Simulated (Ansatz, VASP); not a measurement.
Given: the input of a run of Ansatz 0.2.0 on AlRu.

The input input.yaml:

```yaml
crystal:
  lattice:
    - [2.9916, 0.0, 0.0]
    - [0.0, 2.9916, 0.0]
    - [0.0, 0.0, 2.9916]
  atoms:
    - { symbol: Ru, position: [0.5, 0.5, 0.5] }
    - { symbol: Al, position: [0.0, 0.0, 0.0] }
hamiltonian:
  xc: r2scanh
  pseudopotentials: { kind: paw }
kpoints:
  mp_grid: { grid: [5, 5, 5] }
scf:
  occupations: { method: fermi_dirac, width: 0.05 }
output:
  forces: true
  stress: true
  eigenvalues: true
```

Potentials or basis: Ansatz PAW.

Command:

```bash
$ ansatz run input.yaml --threads 2 --pin off --max-ram 5632MiB --backend cpu --events-out ev --progress --plain --runs-dir out
```

Task: Translate it to VASP 6.6.1. Potentials there: VASP PAW PBE potentials, release 64 (Ru_pv, Al).

Result: As run (the cutoff follows the program's own potentials):

The input POSCAR:

```
AlRu
1.0
    2.9916000000      0.0000000000      0.0000000000
    0.0000000000      2.9916000000      0.0000000000
    0.0000000000      0.0000000000      2.9916000000
Ru Al
1 1
Direct
    0.5000000000      0.5000000000      0.5000000000
    0.0000000000      0.0000000000      0.0000000000
```

INCAR.step1

```
ALGO     = Normal         # electronic algorithm
EDIFF    = 1E-5           # SCF threshold, eV
ENCUT    = 520            # plane-wave cutoff, eV
GGA      = PE             # functional
ISIF     = 2              # what is computed and relaxed
ISMEAR   = -1             # smearing method
LASPH    = T              # aspherical terms in the spheres
LCHARG   = F              # write CHGCAR
LREAL    = F              # projectors in reciprocal space
LWAVE    = T              # write WAVECAR
NBANDS   = 16             # bands
NELM     = 60             # most SCF steps
PREC     = Accurate       # precision mode
SIGMA    = 0.05           # smearing width, eV
```

Contents of INCAR.step2:

```
AEXX     = 0.1            # exact-exchange fraction
ALGO     = Normal         # electronic algorithm
EDIFF    = 1E-6           # SCF threshold, eV
ENCUT    = 520            # plane-wave cutoff, eV
ISIF     = 2              # what is computed and relaxed
ISMEAR   = -1             # smearing method
ISTART   = 1            
LASPH    = T              # aspherical terms in the spheres
LCHARG   = F              # write CHGCAR
LHFCALC  = T              # exact exchange
LMIXTAU  = T            
LREAL    = F              # projectors in reciprocal space
LWAVE    = F              # write WAVECAR
METAGGA  = R2SCAN         # meta-GGA
NBANDS   = 16             # bands
NELM     = 60             # most SCF steps
PREC     = Accurate       # precision mode
PRECFOCK = Normal       
SIGMA    = 0.05           # smearing width, eV
```

The input KPOINTS:

```
k-points
0
Gamma
  5 5 5
```

Potentials or basis: VASP PAW PBE potentials, release 64 (Ru_pv, Al).

Launch:

```bash
$ cat potpaw_PBE.64/Ru_pv/POTCAR potpaw_PBE.64/Al/POTCAR > POTCAR
$ cp INCAR.step1 INCAR
$ mpirun -np 1 vasp_std > vasp.out
$ cp INCAR.step2 INCAR
$ mpirun -np 1 vasp_std > vasp.out
```

Both were run:

|  | VASP | Ansatz | Ansatz less VASP |
| --- | --- | --- | --- |
| gap on the k mesh at the Fermi level (eV) | none | none | - |
| pressure (GPa) | -3.1 | -3.2 | -0.11 |

VASP's potentials were made for PBE, not for r2SCANh. A gap of «none» marks a metal or a gap that the smearing closes. VASP's potentials hold 17 valence electrons a cell and Ansatz's 19, so a difference there can come from the potentials and not from the codes.

The k mesh is coarse, so the values compare programs but aren't converged.
